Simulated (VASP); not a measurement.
# Zr32CN30 (a cell with a defect) in VASP: single point with PBE

Aim: the single point of Zr32CN30 (a cell with a defect) with PBE.

Everything below comes from runs of VASP 6.6.1. Logs are shortened: lines on timing, memory, paths and dates and some standing lists are left out, and cuts for length are marked.

### Step 1. The cell of the first run

The cell holds a defect, 63 atoms: a = 9.220 Å, b = 9.220 Å, c = 9.220 Å, α = 90.00°, β = 90.00°, γ = 90.00°.

### Step 2. Single point, PBE

The input, INCAR:

```
SYSTEM = Zr32CN30
  PREC = Accurate
  ENCUT = 520
  EDIFF = 1E-6
  ISMEAR = -1
  SIGMA = 0.02
  LREAL = Auto
  LASPH = .TRUE.
  NELM = 80
  ALGO = Normal
  ISIF = 2
  LWAVE = .FALSE.
  LCHARG = .FALSE.
  GGA = PE
  NBANDS = 306
  NELECT = 536.0
```

The input, KPOINTS:

```
regular mesh
0
G
  1 1 1
  0 0 0
```

The input, POSCAR:

```
Zr32CN30
1.0
    9.2200000000      0.0000000000      0.0000000000
    0.0000000000      9.2200000000      0.0000000000
    0.0000000000      0.0000000000      9.2200000000
Zr N C
32 30 1
Direct
    0.4997524946     -0.0011844902     -0.0009917570
    0.7496351410      0.2498552061      0.0003911063
    0.7508994577     -0.0011446855      0.2502296095
    0.0053676790     -0.0020523861      0.0052592191
    0.2518521692      0.2498224512      0.0046364425
    0.4997264642      0.5008876356     -0.0009459870
    0.7533882863      0.7498129067     -0.0032363341
    0.2582316703     -0.0311085683      0.2581247289
    0.4975701735      0.2497986985      0.2524094360
    0.7508527115      0.5008488069      0.2502568330
    0.4920861171     -0.0305540130      0.4919797180
    0.7455130152      0.2498215835      0.4981786334
    0.7447713666     -0.0021880694      0.7446624729
    0.0053946855      0.5017317787      0.0052880694
    0.2511220174      0.7498532538     -0.0022449024
    0.0047382863      0.2498212581      0.2517497831
    0.2582583514      0.5308440347      0.2581505423
    0.5283723427      0.7498925163      0.2218356833
   -0.0008826464     -0.0011857918      0.4996451193
    0.2525228850      0.2498014100      0.4974571584
    0.4920714751      0.5302590022      0.4919638829
    0.7520720174      0.7498523861      0.4987660521
    0.2503366594     -0.0011464208      0.7507908894
    0.4982804772      0.2498208243      0.7454119306
    0.7447440347      0.5018651844      0.7446364425
   -0.0021382863      0.7498536876      0.2510188720
   -0.0008391540      0.5008879610      0.4996172451
    0.2219433839      0.7498895879      0.5282649675
    0.0005070499      0.2498562907      0.7495199566
    0.2503651844      0.5008495662      0.7507464208
    0.4988694143      0.7498526030      0.7519660521
   -0.0031279826      0.7498121475      0.7532796095
    0.7496919740      0.2498473970      0.2489631236
    0.0043473970      0.4989154013      0.2523902386
    0.0005237527      0.2498442516      0.5009825380
    0.2520218004      0.2498356833      0.2519135575
    0.5045808026      0.4946157267      0.2453054230
    0.7659075922      0.7498215835      0.2490068330
    0.0043249458      0.0007668113      0.2523918655
    0.4981591106      0.2498351410      0.4980502169
    0.7459571584      0.4988203905      0.4975249458
   -0.0159318872      0.7498262473      0.5009900217
    0.7482382863      0.2498409978      0.7481313449
   -0.0026122560      0.4990140998      0.7526376356
    0.0018928416      0.2498406725      0.0017861171
    0.5045932755      0.0049649675      0.2452937093
    0.2454120390      0.4946167028      0.5044745119
    0.7459753796      0.0008600868      0.4975227766
    0.2490695228      0.2498472885      0.7495831887
    0.4976326464      0.4988200651      0.7458495662
    0.7517416486      0.7498261388      0.7516254881
   -0.0026056399      0.0006644252      0.7526276573
    0.5010893709      0.2498443601      0.0004155098
    0.7527440347      0.4990140998     -0.0027185466
   -0.0015883948      0.7498295011     -0.0017039046
    0.2454034707      0.0049690889      0.5044839479
    0.2491265727      0.7498228850      0.7658001085
    0.4976312364      0.0008605206      0.7458676790
    0.2524981562      0.4989156182      0.0042400217
    0.5011105206      0.7498252711     -0.0160389371
    0.7527341649      0.0006643167     -0.0027121475
    0.2525005423      0.0007664859      0.0042178959
    0.3768652928      0.7497779826      0.3767574837
```

Potentials or basis: VASP PAW PBE potentials, release 64 (Zr_sv, N, C).

Command:

```
$ cat potpaw_PBE.64/Zr_sv/POTCAR potpaw_PBE.64/N/POTCAR potpaw_PBE.64/C/POTCAR > POTCAR
$ mpirun -np 1 vasp_gam > vasp.out
```

OUTCAR:

```text
SYSTEM = Zr32CN30
   PREC = Accurate
   ENCUT = 520
   EDIFF = 1E-6
   ISMEAR = -1
   LREAL = Auto
   LASPH = .TRUE.
   NELM = 80
   ISIF = 2
   GGA = PE
   NELECT = 536.0

 ion  position               nearest neighbor table
   1  0.500  0.999  0.999-  46 2.27  62 2.28  60 2.30  53 2.31  61 2.33  58 2.33  18 3.09  31 3.23
                            15 3.24  23 3.24   5 3.25  13 3.26   2 3.27   3 3.28   7 3.28   8 3.28
   2  0.750  0.250  0.000-  53 2.29  33 2.29  54 2.30  61 2.30  45 2.33  43 2.33   3 3.27  10 3.27
                             1 3.27   6 3.27  29 3.27   9 3.29  24 3.30  16 3.30  14 3.31   4 3.31
   3  0.751  0.999  0.250-  46 2.27  48 2.28  38 2.30  33 2.31  61 2.33  39 2.34  18 3.09  26 3.23
                            22 3.24  19 3.24  12 3.25   4 3.26   2 3.27   1 3.28   7 3.28  11 3.28
   4  0.005  0.998  0.005-  39 2.28  62 2.28  55 2.29  45 2.32  52 2.33  61 2.33  15 3.22  26 3.22
                             5 3.25  16 3.25  23 3.26   3 3.26   7 3.26  32 3.26   8 3.31   2 3.31
   5  0.252  0.250  0.005-  36 2.28  62 2.30  59 2.30  53 2.30  45 2.30  49 2.35   9 3.22  16 3.22
                             4 3.25  14 3.25   1 3.25   6 3.25  23 3.29  30 3.29  24 3.30  29 3.30
   6  0.500  0.501  0.999-  37 2.27  59 2.28  60 2.30  53 2.31  54 2.33  50 2.33  18 3.09  31 3.23
                            15 3.24  30 3.24   5 3.25  25 3.26   2 3.27  10 3.27   7 3.28  17 3.28
   7  0.753  0.750  0.997-  55 2.26  51 2.26  54 2.31  61 2.31  38 2.33  60 2.33  18 2.93  32 3.17
                            26 3.25  31 3.26  25 3.26  14 3.26  13 3.26   4 3.26  10 3.28   3 3.28
   8  0.258  0.969  0.258-  56 2.30  46 2.30  39 2.36  62 2.36  63 2.54  36 2.59  11 3.05  26 3.14
                            15 3.14  18 3.22  28 3.22  19 3.28   1 3.28   4 3.31  20 3.40   9 3.40
   9  0.498  0.250  0.252-  37 2.26  46 2.26  36 2.26  40 2.26  53 2.32  33 2.32  20 3.20   5 3.22
[... 76 lines left out ...]
  62  0.253  0.001  0.004-   4 2.28   1 2.28   5 2.30  15 2.31  23 2.34   8 2.36
  63  0.377  0.750  0.377-  18 2.00  28 2.00  21 2.52  11 2.52  17 2.54   8 2.54

  LATTYP: Found a simple cubic cell.
 ALAT       =     9.2200000000

  Lattice vectors:

 A1 = (   9.2200000000,   0.0000000000,   0.0000000000)
 A2 = (   0.0000000000,   9.2200000000,   0.0000000000)
 A3 = (   0.0000000000,   0.0000000000,   9.2200000000)

Analysis of symmetry for initial positions (statically):
=====================================================================
 Subroutine PRICEL returns:
 Original cell was already a primitive cell.

 Routine SETGRP: Setting up the symmetry group for a
 simple cubic supercell.

 Subroutine GETGRP returns: Found  1 space group operations
 (whereof  1 operations were pure point group operations)
 out of a pool of 48 trial point group operations.

The static configuration has the point symmetry C_1 .

Analysis of symmetry for dynamics (positions and initial velocities):
=====================================================================
 Subroutine PRICEL returns:
 Original cell was already a primitive cell.

 Routine SETGRP: Setting up the symmetry group for a
 simple cubic supercell.

 Subroutine GETGRP returns: Found  1 space group operations
 (whereof  1 operations were pure point group operations)
 out of a pool of 48 trial point group operations.

The dynamic configuration has the point symmetry C_1 .

 Subroutine INISYM returns: Found  1 space group operations
 (whereof  1 operations are pure point group operations),
 and found     1 'primitive' translations

----------------------------------------------------------------------------------------

                                     Primitive cell

  volume of cell :     783.7774

  direct lattice vectors                    reciprocal lattice vectors
     9.220000000  0.000000000  0.000000000     0.108459870  0.000000000  0.000000000
     0.000000000  9.220000000  0.000000000     0.000000000  0.108459870  0.000000000
     0.000000000  0.000000000  9.220000000     0.000000000  0.000000000  0.108459870

  length of vectors
     9.220000000  9.220000000  9.220000000     0.108459870  0.108459870  0.108459870

  position of ions in fractional coordinates (direct lattice)
     0.499752495  0.998815510  0.999008243
[... 138 lines left out ...]

  Cartesian coordinates                     Fractional coordinates (reciprocal lattice)
     0.108459870  0.000000000  0.000000000     1.000000000  0.000000000  0.000000000
     0.000000000  0.108459870  0.000000000     0.000000000  1.000000000  0.000000000
     0.000000000  0.000000000  0.108459870     0.000000000  0.000000000  1.000000000

  Length of vectors
     0.108459870  0.108459870  0.108459870

  Shift w.r.t. Gamma in fractional coordinates (k-lattice)
     0.000000000  0.000000000  0.000000000

 Subroutine IBZKPT returns following result:
 ===========================================

 Found      1 irreducible k-points:

 Following reciprocal coordinates:
            Coordinates               Weight
  0.000000  0.000000  0.000000      1.000000
   k-points           NKPTS =      1   k-points in BZ     NKDIM =      1   number of bands    NBANDS=    306
   number of dos      NEDOS =    301   number of ions     NIONS =     63
   total plane-waves  NPLWV = 343000
   dimension x,y,z NGX =    70 NGY =   70 NGZ =   70
   dimension x,y,z NGXF=   140 NGYF=  140 NGZF=  140
   ions per type =              32  30   1
   NGX,Y,Z   is equivalent  to a cutoff of  12.62, 12.62, 12.62 a.u.
   NGXF,Y,Z  is equivalent  to a cutoff of  25.24, 25.24, 25.24 a.u.
 SYSTEM =  Zr32CN30
   PREC   = accura    normal or accurate (medium, high low for compatibility)
   ISTART =      0    job   : 0-new  1-cont  2-samecut
   ICHARG =      2    charge: 1-file 2-atom 10-const
   ISPIN  =      1    spin polarized calculation?
   LNONCOLLINEAR =      F non collinear calculations
   LSORBIT =      F    spin-orbit coupling
   LASPH  =      T    aspherical Exc in radial PAW
   ENCUT  =  520.0 eV  38.22 Ry    6.18 a.u.  17.14 17.14 17.14*2*pi/ulx,y,z
   NELM   =     80;   NELMIN=  2; NELMDL= -5     # of ELM steps
   EDIFF  = 0.1E-05   stopping-criterion for ELM
   LREAL  =      T    real-space projection
   EDIFFG = 0.1E-04   stopping-criterion for IOM
   NSW    =      0    number of steps for IOM
   IBRION =     -1    ionic relax: 0-MD 1-quasi-New 2-CG
   NFREE  =      0    steps in history (QN), initial steepest desc. (CG)
   ISIF   =      2    stress and relaxation
   ISYM   =      2    0-nonsym 1-usesym 2-fastsym
   POTIM  = 0.5000    time-step for ionic-motion
   TEBEG  =    0.0;   TEEND  =   0.0 temperature during run
   PSTRESS=    0.0 pullay stress
   NELECT =     536.0000    total number of electrons
   NUPDOWN=      -1.0000    fix difference up-down
   EMIN   =  10.00;   EMAX   =-10.00  energy-range for DOS
   EFERMI =   0.00;   METHOD = LEGACY
   ISMEAR =    -1;   SIGMA  =   0.02  broadening in eV -4-tet -1-fermi 0-gaus
   EFERMI_NEDOS =   21; number of points for ismear=-14 and -15
   IALGO  =     38    algorithm
   IMIX   =      4    mixing-type and parameters
     AMIX     =   0.40;   BMIX     =  1.00
     AMIX_MAG =   1.60;   BMIX_MAG =  1.00
  volume/ion in A,a.u.               =      12.44        83.96
  Fermi-wavevector in a.u.,A,eV,Ry     =   1.442333  2.725614 28.304529  2.080324
  Thomas-Fermi vector in A             =   2.560865
   LORBIT       =      0    0 simple, 1 ext, 2 COOP (PROOUT), +10 PAW based schemes
   GGA     = PE    functional components
   LHFCALC =     F    Hartree Fock is set to
   AEXX    =    0.0000 exact exchange contribution
   IVDW    =     0    specifies the selected vdW correction
   LEPSILON=     F    determine dielectric tensor
   LRPA    =     F    only Hartree local field effects (RPA)
 non-spin polarized calculation
  energy-cutoff  :      520.00
  volume of cell :      783.78
 maximum number of plane-waves:     10540
 NGX is ok and might be reduce to    70
   NGX = 35   NGY = 35   NGZ = 35

 number of electron     535.9999994 magnetization

 Free energy of the ion-electron system (eV)
  ---------------------------------------------------
  ext. energy  EPLUGINS =         0.00000000
  ---------------------------------------------------
  free energy    TOTEN  =      -658.24243107 eV

  energy without entropy =     -658.24227800  energy(sigma->0) =     -658.24235454

 E-fermi :  12.0225     XC(G=0): -12.3408

 val. band max:       11.8522532126   @ k =   0.0000   0.0000   0.0000
 cond. band min:      12.1926998636   @ k =   0.0000   0.0000   0.0000
 fundamental gap:      0.3404466510
 Fermi energy:        12.0224765336

 k-point     1 :       0.0000    0.0000    0.0000
  band No.  band energies     occupation
      1     -38.4336      2.00000
      2     -38.4084      2.00000
      3     -38.2794      2.00000
      4     -38.2603      2.00000
      5     -38.2432      2.00000
      6     -38.2386      2.00000
[... 272 lines left out ...]
    279      12.8454      0.00000
    280      12.8721      0.00000
 [bands above 280 left out]

------------------------ aborting loop because EDIFF is reached ----------------------------------------

  FORCE on cell =-STRESS in cart. coord.  units (eV):
  Direction    XX          YY          ZZ          XY          YZ          ZX
  --------------------------------------------------------------------------------------
  -------------------------------------------------------------------------------------
  Total      -14.4995585    -45.1100360    -14.4968197     -0.0010650      0.0001915     -8.0577350
  in kB      -29.6396177    -92.2127540    -29.6340191     -0.0021770      0.0003916    -16.4714107
  external PRESSURE =     -50.4954636 kB  Pullay stress =       0.0000000 kB

 VOLUME and BASIS-vectors are now :
 -----------------------------------------------------------------------------
  energy-cutoff  :      520.00
  volume of cell :      783.78
      direct lattice vectors                 reciprocal lattice vectors
     9.220000000  0.000000000  0.000000000     0.108459870  0.000000000  0.000000000
     0.000000000  9.220000000  0.000000000     0.000000000  0.108459870  0.000000000
     0.000000000  0.000000000  9.220000000     0.000000000  0.000000000  0.108459870

 POSITION                                       TOTAL-FORCE (eV/Angst)
 -----------------------------------------------------------------------------------
      4.60772      9.20908      9.21086         0.000110      0.013190     -0.001839
      6.91164      2.30367      0.00361         0.001201      0.000059     -0.000012
      6.92329      9.20945      2.30712         0.000996      0.013530     -0.000352
      0.04949      9.20108      0.04849        -0.004775     -0.007372     -0.004976
      2.32208      2.30336      0.04275         0.005947      0.000921     -0.007716
      4.60748      4.61818      9.21128         0.001014     -0.016733     -0.004404
[... 55 lines left out ...]
      2.32806      0.00707      0.03889         0.005920     -0.009189     -0.001564
      3.47470      6.91295      3.47370         0.006670      0.003446      0.010288
 -----------------------------------------------------------------------------------
    total drift:                                0.006226     -0.001282      0.010829

  FREE ENERGIE OF THE ION-ELECTRON SYSTEM (eV)
  ---------------------------------------------------
  free  energy   TOTEN  =      -658.2424310739 eV

  energy  without entropy=     -658.2422780044  energy(sigma->0) =     -658.24235454
```

Wall time 5 min (1 thread of Intel Xeon 6975P-C (Granite Rapids), shared host); peak memory 0.73 GiB.

What came out:

```yaml
Free_energy: -658.2424 eV
Largest_force: 0.033 eV/Å
```

Forces on the atoms (eV/Å):
```
Zr   0.000  0.013 -0.002
Zr   0.001  0.000  0.000
Zr   0.001  0.014  0.000
Zr  -0.005 -0.007 -0.005
Zr   0.006  0.001 -0.008
Zr   0.001 -0.017 -0.004
Zr   0.002  0.000 -0.005
Zr   0.003 -0.006  0.003
Zr   0.012  0.000 -0.012
Zr   0.004 -0.017 -0.002
Zr  -0.004 -0.005 -0.004
Zr   0.008  0.002 -0.007
Zr   0.005 -0.004  0.005
Zr  -0.005  0.007 -0.005
Zr  -0.007 -0.001  0.032
Zr  -0.008  0.001  0.006
Zr   0.003  0.003  0.003
Zr  -0.003 -0.004 -0.001
Zr  -0.001  0.014  0.000
Zr  -0.012 -0.001  0.013
Zr  -0.004  0.003 -0.004
Zr  -0.028 -0.001  0.012
Zr   0.000  0.014  0.001
Zr  -0.007  0.002  0.008
Zr   0.007  0.004  0.006
Zr   0.032 -0.001 -0.008
Zr  -0.004 -0.017  0.001
Zr   0.000 -0.004 -0.004
Zr   0.000  0.000  0.002
Zr  -0.001 -0.017  0.004
Zr   0.013 -0.001 -0.028
Zr  -0.005  0.000  0.002
N    0.002  0.000 -0.001
N   -0.003  0.009  0.006
N   -0.004  0.000  0.001
N   -0.007 -0.001 -0.007
N    0.004  0.011 -0.002
N   -0.017  0.003 -0.004
N   -0.001 -0.009  0.006
N    0.007 -0.001  0.007
N    0.000  0.010 -0.006
N    0.017  0.002  0.002
N    0.007  0.000  0.007
N    0.001  0.007 -0.002
N   -0.008  0.000 -0.008
N    0.006 -0.004 -0.004
N   -0.002  0.011  0.004
N   -0.002 -0.010 -0.006
N   -0.001  0.000  0.002
N   -0.006  0.010  0.000
N   -0.001  0.001 -0.001
N    0.000 -0.007 -0.001
N    0.001  0.000 -0.004
N   -0.002  0.007  0.001
N    0.001  0.001  0.001
N   -0.004 -0.004  0.006
N   -0.005  0.003 -0.017
N   -0.006 -0.010 -0.002
N    0.006  0.009 -0.003
N    0.001  0.003  0.018
N    0.000 -0.007  0.000
N    0.006 -0.009 -0.002
C    0.007  0.003  0.010
```

Caveat: the k points lie up to 0.68 Å⁻¹ apart; the cell carries a net charge on a neutralising background, which shifts energy and pressure; the cell is charged against a uniform background, so pressure and absolute levels hang on convention.
